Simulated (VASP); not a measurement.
# Si (Imma) in VASP: single point with PBE

Aim: the single point of Si with PBE.

All numbers are computed with VASP 6.6.1; they aren't measurements. Logs are shortened: lines on timing, memory, paths and dates and some standing lists are left out, and cuts for length are marked.

## (1) The cell of the first run

The structure is orthorhombic, space group Imma (No. 74). Conventional cell: a = 3.840 Å, b = 3.840 Å, c = 5.430 Å, α = 90.00°, β = 90.00°, γ = 90.00°. Within 3.1 Å of Si (site symmetry mm2) lie 4 Si at 2.33 to 2.37 Å.

## (2) Single point, PBE

The input, INCAR:

```
PREC = Accurate
ENCUT = 500
EDIFF = 1E-6
ISMEAR = 0
SIGMA = 0.01
LREAL = F
LASPH = T
NELM = 120
ALGO = Normal
ISIF = 2
LWAVE = F
LCHARG = T
GGA = PE
LELF = T
LVHAR = T
NBANDS = 11
GGA_COMPAT = F
```

The input, KPOINTS:

```
Automatic mesh
0
Gamma
  4 4 4
```

The input, POSCAR:

```
Si
1.0
    0.0000000000      2.7150000000      2.7150000000
    2.7150000000      0.0000000000      2.7150000000
    2.7150000000      2.7150000000      0.0000000000
Si
2
Direct
    0.1213167587      0.1286832413      0.1286832413
    0.8786832413      0.8713167587      0.8713167587
```

Potentials or basis: VASP PAW PBE potentials, release 64 (Si).

The run is started by

```sh
cat potpaw_PBE.64/Si/POTCAR > POTCAR
mpirun -np 1 vasp_std > vasp.out
```

OUTCAR:

```text
PREC = Accurate
   ENCUT = 500
   EDIFF = 1E-6
   ISMEAR = 0
   LREAL = F
   LASPH = T
   NELM = 120
   ISIF = 2
   GGA = PE

 ion  position               nearest neighbor table
   1  0.121  0.129  0.129-   2 2.33   2 2.33   2 2.37   2 2.37
   2  0.879  0.871  0.871-   1 2.33   1 2.33   1 2.37   1 2.37

  LATTYP: Found a face centered cubic cell.
 ALAT       =     5.4300000000

  Lattice vectors:

 A1 = (   0.0000000000,   2.7150000000,   2.7150000000)
 A2 = (   2.7150000000,   0.0000000000,   2.7150000000)
 A3 = (   2.7150000000,   2.7150000000,   0.0000000000)

Analysis of symmetry for initial positions (statically):
=====================================================================
 Subroutine PRICEL returns:
 Original cell was already a primitive cell.

 Routine SETGRP: Setting up the symmetry group for a
 face centered cubic supercell.

 Subroutine GETGRP returns: Found  8 space group operations
 (whereof  4 operations were pure point group operations)
 out of a pool of 48 trial point group operations.

The static configuration has the point symmetry C_2h.
 The point group associated with its full space group is D_2h.

Analysis of symmetry for dynamics (positions and initial velocities):
=====================================================================
 Subroutine PRICEL returns:
 Original cell was already a primitive cell.

 Routine SETGRP: Setting up the symmetry group for a
 face centered cubic supercell.

 Subroutine GETGRP returns: Found  8 space group operations
 (whereof  4 operations were pure point group operations)
 out of a pool of 48 trial point group operations.

The dynamic configuration has the point symmetry C_2h.
 The point group associated with its full space group is D_2h.

 Subroutine INISYM returns: Found  8 space group operations
 (whereof  4 operations are pure point group operations),
 and found     1 'primitive' translations

----------------------------------------------------------------------------------------

                                     Primitive cell

  volume of cell :      40.0258

  direct lattice vectors                    reciprocal lattice vectors
     0.000000000  2.715000000  2.715000000    -0.184162063  0.184162063  0.184162063
     2.715000000  0.000000000  2.715000000     0.184162063 -0.184162063  0.184162063
     2.715000000  2.715000000  0.000000000     0.184162063  0.184162063 -0.184162063

  length of vectors
     3.839589822  3.839589822  3.839589822     0.318978049  0.318978049  0.318978049

  position of ions in fractional coordinates (direct lattice)
     0.121316759  0.128683241  0.128683241
     0.878683241  0.871316759  0.871316759

  ion indices of the primitive-cell ions
   primitive index   ion index
                 1           1
                 2           2

----------------------------------------------------------------------------------------

 KPOINTS: Automatic mesh

Automatic generation of k-mesh.
 Grid dimensions read from file:
 generate k-points for:    4    4    4

 Generating k-lattice:

  Cartesian coordinates                     Fractional coordinates (reciprocal lattice)
    -0.046040516  0.046040516  0.046040516     0.250000000  0.000000000  0.000000000
     0.046040516 -0.046040516  0.046040516     0.000000000  0.250000000  0.000000000
     0.046040516  0.046040516 -0.046040516     0.000000000  0.000000000  0.250000000

  Length of vectors
     0.079744512  0.079744512  0.079744512

  Shift w.r.t. Gamma in fractional coordinates (k-lattice)
     0.000000000  0.000000000  0.000000000

 Subroutine IBZKPT returns following result:
 ===========================================

 Found     18 irreducible k-points:

 Following reciprocal coordinates:
            Coordinates               Weight
  0.000000  0.000000  0.000000      1.000000
  0.250000  0.000000  0.000000      4.000000
  0.000000  0.250000  0.000000      4.000000
  0.500000  0.000000  0.000000      2.000000
  0.000000  0.500000  0.000000      2.000000
  0.250000  0.250000  0.000000      4.000000
[... 10 lines left out ...]
 -0.250000  0.500000  0.250000      4.000000
  0.500000  0.250000 -0.250000      2.000000
   k-points           NKPTS =     18   k-points in BZ     NKDIM =     18   number of bands    NBANDS=     11
   number of dos      NEDOS =    301   number of ions     NIONS =      2
   total plane-waves  NPLWV =  21952
   dimension x,y,z NGX =    28 NGY =   28 NGZ =   28
   dimension x,y,z NGXF=    56 NGYF=   56 NGZF=   56
   ions per type =               2
   NGX,Y,Z   is equivalent  to a cutoff of  12.12, 12.12, 12.12 a.u.
   NGXF,Y,Z  is equivalent  to a cutoff of  24.25, 24.25, 24.25 a.u.
 SYSTEM =  unknown system
   PREC   = accura    normal or accurate (medium, high low for compatibility)
   ISTART =      0    job   : 0-new  1-cont  2-samecut
   ICHARG =      2    charge: 1-file 2-atom 10-const
   ISPIN  =      1    spin polarized calculation?
   LNONCOLLINEAR =      F non collinear calculations
   LSORBIT =      F    spin-orbit coupling
   LASPH  =      T    aspherical Exc in radial PAW
   ENCUT  =  500.0 eV  36.75 Ry    6.06 a.u.   7.00  7.00  7.00*2*pi/ulx,y,z
   NELM   =    120;   NELMIN=  2; NELMDL= -5     # of ELM steps
   EDIFF  = 0.1E-05   stopping-criterion for ELM
   LREAL  =      F    real-space projection
   EDIFFG = 0.1E-04   stopping-criterion for IOM
   NSW    =      0    number of steps for IOM
   IBRION =     -1    ionic relax: 0-MD 1-quasi-New 2-CG
   NFREE  =      0    steps in history (QN), initial steepest desc. (CG)
   ISIF   =      2    stress and relaxation
   ISYM   =      2    0-nonsym 1-usesym 2-fastsym
   POTIM  = 0.5000    time-step for ionic-motion
   TEBEG  =    0.0;   TEEND  =   0.0 temperature during run
   PSTRESS=    0.0 pullay stress
   NELECT =       8.0000    total number of electrons
   NUPDOWN=      -1.0000    fix difference up-down
   EMIN   =  10.00;   EMAX   =-10.00  energy-range for DOS
   EFERMI =   0.00;   METHOD = LEGACY
   ISMEAR =     0;   SIGMA  =   0.01  broadening in eV -4-tet -1-fermi 0-gaus
   EFERMI_NEDOS =   21; number of points for ismear=-14 and -15
   IALGO  =     38    algorithm
   IMIX   =      4    mixing-type and parameters
     AMIX     =   0.40;   BMIX     =  1.00
     AMIX_MAG =   1.60;   BMIX_MAG =  1.00
  volume/ion in A,a.u.               =      20.01       135.05
  Fermi-wavevector in a.u.,A,eV,Ry     =   0.957176  1.808800 12.465458  0.916185
  Thomas-Fermi vector in A             =   2.086170
   LORBIT       =      0    0 simple, 1 ext, 2 COOP (PROOUT), +10 PAW based schemes
   GGA     = PE    functional components
   LHFCALC =     F    Hartree Fock is set to
   AEXX    =    0.0000 exact exchange contribution
   IVDW    =     0    specifies the selected vdW correction
   LEPSILON=     F    determine dielectric tensor
   LRPA    =     F    only Hartree local field effects (RPA)
 non-spin polarized calculation
 Gauss-broadening in eV      SIGMA  =   0.01
  energy-cutoff  :      500.00
  volume of cell :       40.03
 maximum number of plane-waves:      1036
   NGX = 13   NGY = 13   NGZ = 13

 number of electron       8.0000000 magnetization

 Free energy of the ion-electron system (eV)
  ---------------------------------------------------
  ext. energy  EPLUGINS =         0.00000000
  ---------------------------------------------------
  free energy    TOTEN  =       -10.64535293 eV

  energy without entropy =      -10.64535293  energy(sigma->0) =      -10.64535293

 E-fermi :   6.1570     XC(G=0):  -9.3844

 val. band max:        6.0673091419   @ k =   0.0000   0.0000   0.0000
 cond. band min:       6.4686607577   @ k =   0.0000   0.5000   0.5000
 fundamental gap:      0.4013516158
 Fermi energy:         6.1570180033

 k-point     1 :       0.0000    0.0000    0.0000
  band No.  band energies     occupation
      1      -6.0967      2.00000
      2       5.6807      2.00000
      3       5.8778      2.00000
      4       6.0673      2.00000
      5       8.3068      0.00000
      6       8.4148      0.00000
      7       8.5344      0.00000
      8       9.2532      0.00000
      9      13.5688      0.00000
     10      13.5792      0.00000
     11      13.8283      0.00000

 k-point     2 :       0.2500    0.0000    0.0000
  band No.  band energies     occupation
      1      -5.3028      2.00000
      2       2.0074      2.00000
      3       4.9721      2.00000
      4       5.1871      2.00000
      5       7.8635      0.00000
      6       9.2311      0.00000
      7       9.4433      0.00000
      8      12.8203      0.00000
      9      13.0625      0.00000
     10      13.1437      0.00000
     11      14.8523      0.00000

 k-point     3 :       0.0000    0.2500    0.0000
  band No.  band energies     occupation
      1      -5.2899      2.00000
      2       1.8737      2.00000
      3       5.0436      2.00000
      4       5.2457      2.00000
      5       7.9293      0.00000
      6       9.2864      0.00000
      7       9.4954      0.00000
      8      12.7643      0.00000
      9      12.9669      0.00000
     10      13.0295      0.00000
     11      14.8612      0.00000

 k-point     4 :       0.5000    0.0000    0.0000
  band No.  band energies     occupation
      1      -3.8074      2.00000
      2      -1.0083      2.00000
      3       4.5455      2.00000
      4       4.7552      2.00000
      5       7.3806      0.00000
      6       9.0354      0.00000
      7       9.2753      0.00000
      8      13.5518      0.00000
      9      16.4913      0.00000
     10      16.5046      0.00000
     11      17.0984      0.00000
[... 155 lines left out ...]
 k-point    16 :       0.0000    0.5000    0.5000
  band No.  band energies     occupation
      1      -2.0728      2.00000
      2      -1.8188      2.00000
      3       2.9434      2.00000
      4       3.0797      2.00000
      5       6.4687      0.00000
      6       6.6618      0.00000
      7      15.9537      0.00000
      8      16.0122      0.00000
      9      16.8310      0.00000
     10      16.8610      0.00000
     11      18.1854      0.00000

 k-point    17 :      -0.2500    0.5000    0.2500
  band No.  band energies     occupation
      1      -1.8797      2.00000
      2      -1.6849      2.00000
      3       1.9511      2.00000
      4       2.0671      2.00000
      5      10.0226      0.00000
      6      10.2320      0.00000
      7      10.8592      0.00000
      8      10.8726      0.00000
      9      16.4379      0.00000
     10      16.4698      0.00000
     11      18.8809      0.00000

 k-point    18 :       0.5000    0.2500   -0.2500
  band No.  band energies     occupation
      1      -1.7846      2.00000
      2      -1.7846      2.00000
      3       2.0119      2.00000
      4       2.0119      2.00000
      5      10.1157      0.00000
      6      10.1157      0.00000
      7      10.8789      0.00000
      8      10.8789      0.00000
      9      16.4440      0.00000
     10      16.4440      0.00000
     11      18.9152      0.00000

------------------------ aborting loop because EDIFF is reached ----------------------------------------

  FORCE on cell =-STRESS in cart. coord.  units (eV):
  Direction    XX          YY          ZZ          XY          YZ          ZX
  --------------------------------------------------------------------------------------
  -------------------------------------------------------------------------------------
  Total        0.6525840      0.6783238      0.6783238      0.0000000     -0.3853119      0.0000000
  in kB       26.1220652     27.1523934     27.1523934      0.0000000    -15.4235219      0.0000000
  external PRESSURE =      26.8089506 kB  Pullay stress =       0.0000000 kB

 VOLUME and BASIS-vectors are now :
 -----------------------------------------------------------------------------
  energy-cutoff  :      500.00
  volume of cell :       40.03
      direct lattice vectors                 reciprocal lattice vectors
     0.000000000  2.715000000  2.715000000    -0.184162063  0.184162063  0.184162063
     2.715000000  0.000000000  2.715000000     0.184162063 -0.184162063  0.184162063
     2.715000000  2.715000000  0.000000000     0.184162063  0.184162063 -0.184162063

 POSITION                                       TOTAL-FORCE (eV/Angst)
 -----------------------------------------------------------------------------------
      0.69875      0.67875      0.67875        -0.562824      0.000000      0.000000
      4.73125      4.75125      4.75125         0.562824     -0.000000     -0.000000
 -----------------------------------------------------------------------------------
    total drift:                                0.000000      0.000000      0.000000

  FREE ENERGIE OF THE ION-ELECTRON SYSTEM (eV)
  ---------------------------------------------------
  free  energy   TOTEN  =       -10.6453529314 eV

  energy  without entropy=      -10.6453529314  energy(sigma->0) =      -10.64535293
```

Run time: 5.8 s. Hardware: 1 thread of AMD EPYC 7R13 (Zen 3), shared host; peak memory 0.12 GiB.

What came out:

```
Free energy            : -10.6454 eV
Pressure               : 2.7 GPa
Largest force          : 0.563 eV/Å
Band gap on the k mesh : 0.40 eV, indirect (least direct gap 2.24 eV)
```

Forces on the atoms (eV/Å):
```
Si  -0.563  0.000  0.000
Si   0.563  0.000  0.000
```

Caveat: the k points lie up to 0.50 Å⁻¹ apart. As with any semilocal functional, this PBE gap is likely too small.
